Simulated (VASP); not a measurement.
# PtS2 (P-3m1) in VASP: further runs

PtS2 is run at these levels: PBEsol+U; tasks: single point.

Everything below comes from runs of VASP 6.6.1. Logs are shortened: lines on timing, memory, paths and dates and some standing lists are left out, and cuts for length are marked.

### Step 1. The cell of the first run

The structure is trigonal, space group P-3m1 (No. 164). The conventional cell has a = 3.543 Å, b = 3.543 Å, c = 5.039 Å, α = 90.00°, β = 90.00°, γ = 120.00°. Within 3.1 Å of Pt (site symmetry -3m) lie 6 S at 2.34 Å. Within 3.1 Å of S (site symmetry 3m) lie 3 Pt at 2.34 Å and 3 S at 3.07 Å.

### Step 2. Single point, PBEsol+U

POSCAR reads:

```
PtS2
1.0
    3.5432000000      0.0000000000      0.0000000000
   -1.7716000000      3.0685012107      0.0000000000
    0.0000000000      0.0000000000      5.0388000000
Pt S
1 2
Direct
    0.0000000000      0.0000000000      0.0000000000
    0.6666666667      0.3333333333      0.7730000000
    0.3333333333      0.6666666667      0.2270000000
```

INCAR.step1 reads:

```
SYSTEM = PtS2
PREC = Accurate ; ENCUT = 430
EDIFF = 1E-6 ; ISMEAR = -1
SIGMA = 0.05 ; LREAL = .False.
LASPH = .True. ; NELM = 200
ALGO = Normal ; ISIF = 2
LWAVE = .False. ; LCHARG = .True.
LMAXMIX = 4 ; LDAU = .True.
LDAUTYPE = 2 ; LDAUL = 2 -1
LDAUU = 4 0 ; LDAUJ = 0 0
LDAUPRINT = 1 ; GGA = PS
NBANDS = 22 ; GGA_COMPAT = .False.
NEDOS = 2001 ; LORBIT = 11
```

KPOINTS.step1 reads:

```
Automatic mesh
0
Gamma
  9 9 5
  0 0 0
```

INCAR.step2 reads:

```
SYSTEM = PtS2
PREC = Accurate ; ENCUT = 430
EDIFF = 1E-6 ; ISMEAR = -5
SIGMA = 0.05 ; LREAL = .False.
LASPH = .True. ; NELM = 200
ALGO = Normal ; ISIF = 2
LWAVE = .False. ; LCHARG = .False.
LMAXMIX = 4 ; LDAU = .True.
LDAUTYPE = 2 ; LDAUL = 2 -1
LDAUU = 4 0 ; LDAUJ = 0 0
LDAUPRINT = 1 ; GGA = PS
LORBIT = 11 ; NBANDS = 22
NEDOS = 1001 ; ICHARG = 11
GGA_COMPAT = .False.
```

KPOINTS.step2 reads:

```
Automatic mesh
0
Gamma
  14 14 8
  0 0 0
```

Potentials or basis: VASP PAW PBE potentials, release 64 (Pt_sv_GW, S).

Run with:

```console
cat potpaw_PBE.64/Pt_sv_GW/POTCAR potpaw_PBE.64/S/POTCAR > POTCAR
cp INCAR.step1 INCAR
cp KPOINTS.step1 KPOINTS
mpirun -np 1 vasp_std > vasp.out
cp INCAR.step2 INCAR
cp KPOINTS.step2 KPOINTS
mpirun -np 1 vasp_std > vasp.out
```

OUTCAR:

```text
SYSTEM = PtS2
   PREC = Accurate
   ENCUT = 430
   EDIFF = 1E-6
   ISMEAR = -5
   LREAL = .False.
   LASPH = .True.
   NELM = 200
   ISIF = 2
   GGA = PS
   LORBIT = 11
   ICHARG = 11

 ion  position               nearest neighbor table
   1  0.000  0.000  0.000-   2 2.34   3 2.34   2 2.34   3 2.34   2 2.34   3 2.34
   2  0.667  0.333  0.773-   1 2.34   1 2.34   1 2.34
   3  0.333  0.667  0.227-   1 2.34   1 2.34   1 2.34

  LATTYP: Found a hexagonal cell.
 ALAT       =     3.5432000000
 C/A-ratio  =     1.4221043125

  Lattice vectors:

 A1 = (   3.5432000000,   0.0000000000,   0.0000000000)
 A2 = (  -1.7716000000,   3.0685012107,   0.0000000000)
 A3 = (   0.0000000000,   0.0000000000,   5.0388000000)

Analysis of symmetry for initial positions (statically):
=====================================================================
 Subroutine PRICEL returns:
 Original cell was already a primitive cell.

 Routine SETGRP: Setting up the symmetry group for a
 hexagonal supercell.

 Subroutine GETGRP returns: Found 12 space group operations
 (whereof 12 operations were pure point group operations)
 out of a pool of 24 trial point group operations.

The static configuration has the point symmetry D_3d.

Analysis of symmetry for dynamics (positions and initial velocities):
=====================================================================
 Subroutine PRICEL returns:
 Original cell was already a primitive cell.

 Routine SETGRP: Setting up the symmetry group for a
 hexagonal supercell.

 Subroutine GETGRP returns: Found 12 space group operations
 (whereof 12 operations were pure point group operations)
 out of a pool of 24 trial point group operations.

The dynamic configuration has the point symmetry D_3d.

 Subroutine INISYM returns: Found 12 space group operations
 (whereof 12 operations are pure point group operations),
 and found     1 'primitive' translations

[... 148 lines left out ...]
  0.1375  0.0000 -0.0000  0.7223 -0.0000
 -0.0000  0.1375  0.0000 -0.0000  0.7779

spin component  2

  0.7779 -0.0000  0.0000  0.1375 -0.0000
 -0.0000  0.7223  0.0000  0.0000  0.1375
  0.0000  0.0000  0.8925 -0.0000  0.0000
  0.1375  0.0000 -0.0000  0.7223 -0.0000
 -0.0000  0.1375  0.0000 -0.0000  0.7779

 occupancies and eigenvectors

  o =  0.6098  v =  0.6332  0.0000 -0.0000 -0.7740  0.0000  0.0000  0.0000  0.0000  0.0000  0.0000      0.0000  0.0000  0.0000  0.0000  0.0000  0.0000  0.0000  0.0000  0.0000  0.0000
  o =  0.6098  v =  0.0000  0.0000  0.0000  0.0000  0.0000  0.6332  0.0000 -0.0000 -0.7740  0.0000      0.0000  0.0000  0.0000  0.0000  0.0000  0.0000  0.0000  0.0000  0.0000  0.0000
  o =  0.6098  v =  0.0000 -0.7740 -0.0000  0.0000  0.6332  0.0000  0.0000  0.0000  0.0000  0.0000      0.0000  0.0000  0.0000  0.0000  0.0000  0.0000  0.0000  0.0000  0.0000  0.0000
  o =  0.6098  v =  0.0000  0.0000  0.0000  0.0000  0.0000  0.0000 -0.7740 -0.0000  0.0000  0.6332      0.0000  0.0000  0.0000  0.0000  0.0000  0.0000  0.0000  0.0000  0.0000  0.0000
  o =  0.8904  v =  0.0000  0.0000  0.0000  0.0000  0.0000 -0.7740  0.0000 -0.0000 -0.6332  0.0000      0.0000  0.0000  0.0000  0.0000  0.0000  0.0000  0.0000  0.0000  0.0000  0.0000
  o =  0.8904  v = -0.7740  0.0000 -0.0000 -0.6332  0.0000  0.0000  0.0000  0.0000  0.0000  0.0000      0.0000  0.0000  0.0000  0.0000  0.0000  0.0000  0.0000  0.0000  0.0000  0.0000
  o =  0.8904  v =  0.0000  0.6332 -0.0000  0.0000  0.7740  0.0000  0.0000  0.0000  0.0000  0.0000      0.0000  0.0000  0.0000  0.0000  0.0000  0.0000  0.0000  0.0000  0.0000  0.0000
  o =  0.8904  v =  0.0000  0.0000  0.0000  0.0000  0.0000  0.0000  0.6332 -0.0000  0.0000  0.7740      0.0000  0.0000  0.0000  0.0000  0.0000  0.0000  0.0000  0.0000  0.0000  0.0000
  o =  0.8925  v =  0.0000  0.0000  0.0000  0.0000  0.0000  0.0000 -0.0000 -1.0000  0.0000 -0.0000      0.0000  0.0000  0.0000  0.0000  0.0000  0.0000  0.0000  0.0000  0.0000  0.0000
  o =  0.8925  v =  0.0000 -0.0000 -1.0000  0.0000 -0.0000  0.0000  0.0000  0.0000  0.0000  0.0000      0.0000  0.0000  0.0000  0.0000  0.0000  0.0000  0.0000  0.0000  0.0000  0.0000

 number of electron      29.9999995 magnetization

 Free energy of the ion-electron system (eV)
  ---------------------------------------------------
  ext. energy  EPLUGINS =         0.00000000
  ---------------------------------------------------
  free energy    TOTEN  =       -13.59177674 eV

  energy without entropy =      -13.59177674  energy(sigma->0) =      -13.59177674

 E-fermi :   6.5370     XC(G=0): -10.9273

 val. band max:        6.4631279891   @ k =   0.0000   0.1429   0.1250
 cond. band min:       7.1877660474   @ k =   0.0000   0.2857   0.2500
 fundamental gap:      0.7246380582
 Fermi energy:         6.5370077243

 k-point     1 :       0.0000    0.0000    0.0000
  band No.  band energies     occupation
      1     -92.4351      2.00000
      2     -46.8674      2.00000
      3     -46.8674      2.00000
      4     -46.6684      2.00000
      5      -9.0782      2.00000
      6      -5.7988      2.00000
[... 589 lines left out ...]
     21      15.6741      0.00000
     22      17.1553      0.00000

 [... further k-points ...]
[... 5 lines left out ...]
  --------------------------------------------------------------------------------------
  -------------------------------------------------------------------------------------
  Total        1.6674098      1.6674098      1.9863501      0.0000000      0.0000000      0.0000000
  in kB       48.7645091     48.7645091     58.0921292      0.0000000      0.0000000      0.0000000
  external PRESSURE =      51.8737158 kB  Pullay stress =       0.0000000 kB

 VOLUME and BASIS-vectors are now :
 -----------------------------------------------------------------------------
  energy-cutoff  :      430.00
  volume of cell :       54.78
      direct lattice vectors                 reciprocal lattice vectors
     3.543200000  0.000000000  0.000000000     0.282230752  0.162946001  0.000000000
    -1.771600000  3.068501211  0.000000000     0.000000000  0.325892001  0.000000000
     0.000000000  0.000000000  5.038800000     0.000000000  0.000000000  0.198459951

 POSITION                                       TOTAL-FORCE (eV/Angst)
 -----------------------------------------------------------------------------------
      0.00000      0.00000      0.00000         0.000000      0.000000      0.000000
      1.77160      1.02283      3.89499        -0.000000     -0.000000     -0.969110
     -0.00000      2.04567      1.14381         0.000000      0.000000      0.969110
 -----------------------------------------------------------------------------------
    total drift:                               -0.000000      0.000000     -0.000000

  FREE ENERGIE OF THE ION-ELECTRON SYSTEM (eV)
  ---------------------------------------------------
  free  energy   TOTEN  =       -13.5917767388 eV

  energy  without entropy=      -13.5917767388  energy(sigma->0) =      -13.59177674

 total charge

# of ion       s       p       d       f       tot
--------------------------------------------------
    1        4.959   6.134   7.711   0.040  18.844
    2        1.353   2.290   0.000   0.000   3.643
    3        1.353   2.290   0.000   0.000   3.643
--------------------------------------------------
tot          7.665  10.714   7.711   0.040  26.129
```

Run time: 80 s. Hardware: 1 thread of AMD EPYC 7R13 (Zen 3), shared host; peak memory 0.22 GiB.

Results:

| Property | Result |
| --- | --- |
| Valence electrons inside the program's atomic spheres | Pt 18.84; S 3.64 |

Eigenvalues of the final occupation matrices:
| site | spin | trace | eigenvalues |
| --- | --- | --- | --- |
| site 1 d | 1 | 3.89 | 0.61 0.61 0.89 0.89 0.89 |
| site 1 d | 2 | 3.89 | 0.61 0.61 0.89 0.89 0.89 |

Caveat: the PAW data sets were made with another functional, which shifts forces and pressure a little; spin-orbit coupling is left out, which moves the levels of the heavy elements.

### Step 3. Single point, PBEsol+U

POSCAR is that of step 2.

INCAR.step1 reads:

```
SYSTEM = PtS2
PREC     = Accurate       ! precision mode
ENCUT    = 430            ! plane-wave cutoff, eV
EDIFF    = 1E-6           ! SCF threshold, eV
ISMEAR   = -1             ! smearing method
SIGMA    = 0.05           ! smearing width, eV
LREAL    = .FALSE.        ! projectors in reciprocal space
LASPH    = .TRUE.         ! aspherical terms in the spheres
NELM     = 200            ! most SCF steps
ALGO     = Normal         ! electronic algorithm
ISIF     = 2              ! what is computed and relaxed
LWAVE    = .FALSE.        ! write WAVECAR
LCHARG   = .TRUE.         ! write CHGCAR
LMAXMIX  = 4              ! l up to which the mixer works
LDAU     = .TRUE.         ! DFT+U
LDAUTYPE = 2            
LDAUL    = 2 -1           ! shell
LDAUU    = 6 0            ! U, eV
LDAUJ    = 0 0          
LDAUPRINT= 1            
GGA      = PS             ! functional
NBANDS   = 22             ! bands
GGA_COMPAT= .FALSE.      
NEDOS    = 2001           ! points of the DOS
LORBIT   = 11             ! projections on sites
```

KPOINTS.step1 reads:

```
Automatic mesh
0
G
  9 9 5
  0 0 0
```

INCAR.step2 reads:

```
SYSTEM = PtS2
PREC     = Accurate       ! precision mode
ENCUT    = 430            ! plane-wave cutoff, eV
EDIFF    = 1E-6           ! SCF threshold, eV
ISMEAR   = -5             ! smearing method
SIGMA    = 0.05           ! smearing width, eV
LREAL    = .FALSE.        ! projectors in reciprocal space
LASPH    = .TRUE.         ! aspherical terms in the spheres
NELM     = 200            ! most SCF steps
ALGO     = Normal         ! electronic algorithm
ISIF     = 2              ! what is computed and relaxed
LWAVE    = .FALSE.        ! write WAVECAR
LCHARG   = .FALSE.        ! write CHGCAR
LMAXMIX  = 4              ! l up to which the mixer works
LDAU     = .TRUE.         ! DFT+U
LDAUTYPE = 2            
LDAUL    = 2 -1           ! shell
LDAUU    = 6 0            ! U, eV
LDAUJ    = 0 0          
LDAUPRINT= 1            
GGA      = PS             ! functional
LORBIT   = 11             ! projections on sites
NBANDS   = 22             ! bands
NEDOS    = 2001           ! points of the DOS
ICHARG   = 11             ! starting density
GGA_COMPAT= .FALSE.
```

KPOINTS.step2 reads:

```
Automatic mesh
0
G
  14 14 8
  0 0 0
```

Potentials or basis: VASP PAW PBE potentials, release 64 (Pt_sv_GW, S).

Run with:

```console
cat potpaw_PBE.64/Pt_sv_GW/POTCAR potpaw_PBE.64/S/POTCAR > POTCAR
cp INCAR.step1 INCAR
cp KPOINTS.step1 KPOINTS
mpirun -np 1 vasp_std > vasp.out
cp INCAR.step2 INCAR
cp KPOINTS.step2 KPOINTS
mpirun -np 1 vasp_std > vasp.out
```

OUTCAR:

```text
SYSTEM = PtS2
   PREC = Accurate
   ENCUT = 430
   EDIFF = 1E-6
   ISMEAR = -5
   LREAL = .FALSE.
   LASPH = .TRUE.
   NELM = 200
   ISIF = 2
   GGA = PS
   LORBIT = 11
   ICHARG = 11

 ion  position               nearest neighbor table
   1  0.000  0.000  0.000-   2 2.34   3 2.34   2 2.34   3 2.34   2 2.34   3 2.34
   2  0.667  0.333  0.773-   1 2.34   1 2.34   1 2.34
   3  0.333  0.667  0.227-   1 2.34   1 2.34   1 2.34

  LATTYP: Found a hexagonal cell.
 ALAT       =     3.5432000000
 C/A-ratio  =     1.4221043125

  Lattice vectors:

 A1 = (   3.5432000000,   0.0000000000,   0.0000000000)
 A2 = (  -1.7716000000,   3.0685012107,   0.0000000000)
 A3 = (   0.0000000000,   0.0000000000,   5.0388000000)

Analysis of symmetry for initial positions (statically):
=====================================================================
 Subroutine PRICEL returns:
 Original cell was already a primitive cell.

 Routine SETGRP: Setting up the symmetry group for a
 hexagonal supercell.

 Subroutine GETGRP returns: Found 12 space group operations
[... 204 lines left out ...]

 E-fermi :   6.4618     XC(G=0): -10.9176

 val. band max:        6.4324666387   @ k =   0.0714   0.0714   0.0000
 cond. band min:       7.1686269912   @ k =   0.0000   0.2857   0.2500
 fundamental gap:      0.7361603525
 Fermi energy:         6.4618324651

 k-point     1 :       0.0000    0.0000    0.0000
  band No.  band energies     occupation
      1     -92.0305      2.00000
      2     -46.6003      2.00000
      3     -46.6003      2.00000
      4     -46.3903      2.00000
      5      -9.0812      2.00000
      6      -5.8067      2.00000
[... 589 lines left out ...]
     21      15.6354      0.00000
     22      17.1584      0.00000

 [... further k-points ...]
[... 5 lines left out ...]
  --------------------------------------------------------------------------------------
  -------------------------------------------------------------------------------------
  Total        1.4126316      1.4126316      2.0253775      0.0000000      0.0000000      0.0000000
  in kB       41.3133507     41.3133507     59.2335124      0.0000000      0.0000000      0.0000000
  external PRESSURE =      47.2867379 kB  Pullay stress =       0.0000000 kB

 VOLUME and BASIS-vectors are now :
 -----------------------------------------------------------------------------
  energy-cutoff  :      430.00
  volume of cell :       54.78
      direct lattice vectors                 reciprocal lattice vectors
     3.543200000  0.000000000  0.000000000     0.282230752  0.162946001  0.000000000
    -1.771600000  3.068501211  0.000000000     0.000000000  0.325892001  0.000000000
     0.000000000  0.000000000  5.038800000     0.000000000  0.000000000  0.198459951

 POSITION                                       TOTAL-FORCE (eV/Angst)
 -----------------------------------------------------------------------------------
      0.00000      0.00000      0.00000         0.000000      0.000000      0.000000
      1.77160      1.02283      3.89499        -0.000000      0.000000     -0.979131
     -0.00000      2.04567      1.14381         0.000000     -0.000000      0.979131
 -----------------------------------------------------------------------------------
    total drift:                               -0.000000      0.000000     -0.000000

  FREE ENERGIE OF THE ION-ELECTRON SYSTEM (eV)
  ---------------------------------------------------
  free  energy   TOTEN  =       -12.1373508667 eV

  energy  without entropy=      -12.1373508667  energy(sigma->0) =      -12.13735087

 total charge

# of ion       s       p       d       f       tot
--------------------------------------------------
    1        4.912   6.131   7.914   0.040  18.996
    2        1.352   2.294   0.000   0.000   3.646
    3        1.352   2.294   0.000   0.000   3.646
--------------------------------------------------
tot          7.617  10.719   7.914   0.040  26.289
```

OUTCAR.step1:

```text
SYSTEM = PtS2
   PREC = Accurate
   ENCUT = 430
   EDIFF = 1E-6
   ISMEAR = -1
   LREAL = .FALSE.
   LASPH = .TRUE.
   NELM = 200
[... 866 lines left out ...]

  FREE ENERGIE OF THE ION-ELECTRON SYSTEM (eV)
  ---------------------------------------------------
  free  energy   TOTEN  =       -12.1374837490 eV

  energy  without entropy=      -12.1374791352  energy(sigma->0) =      -12.13748144

 total charge

# of ion       s       p       d       f       tot
--------------------------------------------------
    1        4.912   6.131   7.914   0.040  18.996
    2        1.352   2.294   0.000   0.000   3.646
    3        1.352   2.294   0.000   0.000   3.646
--------------------------------------------------
tot          7.616  10.719   7.914   0.040  26.288
```

OSZICAR.step1:

```text
N       E                     dE             d eps       ncg     rms          rms(c)
DAV:   1     0.155503266411E+03    0.15550E+03   -0.16294E+04  2832   0.113E+03
DAV:   2    -0.656429422184E+01   -0.16207E+03   -0.15358E+03  2770   0.306E+02
DAV:   3    -0.135655795825E+02   -0.70013E+01   -0.69087E+01  2748   0.561E+01
DAV:   4    -0.136507242198E+02   -0.85145E-01   -0.85084E-01  2666   0.604E+00
DAV:   5    -0.136522265423E+02   -0.15023E-02   -0.15019E-02  2808   0.669E-01    0.745E+01
DAV:   6    -0.120380168885E+02    0.16142E+01   -0.10217E+01  2750   0.269E+01    0.490E+01
DAV:   7    -0.121410245429E+02   -0.10301E+00   -0.21519E+00  2588   0.135E+01    0.187E+01
DAV:   8    -0.121216308289E+02    0.19394E-01   -0.28349E-01  2584   0.578E+00    0.204E+00
DAV:   9    -0.121350150758E+02   -0.13384E-01   -0.11174E-01  2470   0.233E+00    0.169E+00
DAV:  10    -0.121356841435E+02   -0.66907E-03   -0.12689E-02  2716   0.984E-01    0.698E-01
DAV:  11    -0.121373794371E+02   -0.16953E-02   -0.44728E-03  2584   0.576E-01    0.245E-01
DAV:  12    -0.121374932910E+02   -0.11385E-03   -0.74225E-04  2650   0.210E-01    0.156E-01
DAV:  13    -0.121374804419E+02    0.12849E-04   -0.76761E-05  2636   0.730E-02    0.493E-02
DAV:  14    -0.121374836580E+02   -0.32160E-05   -0.22866E-05  2736   0.412E-02    0.200E-02
DAV:  15    -0.121374837490E+02   -0.91080E-07   -0.22459E-06  2240   0.139E-02
   1 F= -.12137484E+02 E0= -.12137481E+02  d E =-.461380E-05
```

Wall time 2.1 min (1 thread of AMD EPYC 7R43 (Zen 3), shared host); peak memory 0.23 GiB.

What came out:

```yaml
Valence_electrons_inside_the_program's_atomic_spheres: Pt 19.00; S 3.65
```

Eigenvalues of the final occupation matrices:
```tsv
site	spin	trace	eigenvalues
site 1 d	1	4.00	0.61 0.61 0.92 0.92 0.93
site 1 d	2	4.00	0.61 0.61 0.92 0.92 0.93
```

Caveat: the PAW data sets were made with another functional, which shifts forces and pressure a little; spin-orbit coupling is left out, which moves the levels of the heavy elements.

(Part 1 of 2 ends here.)
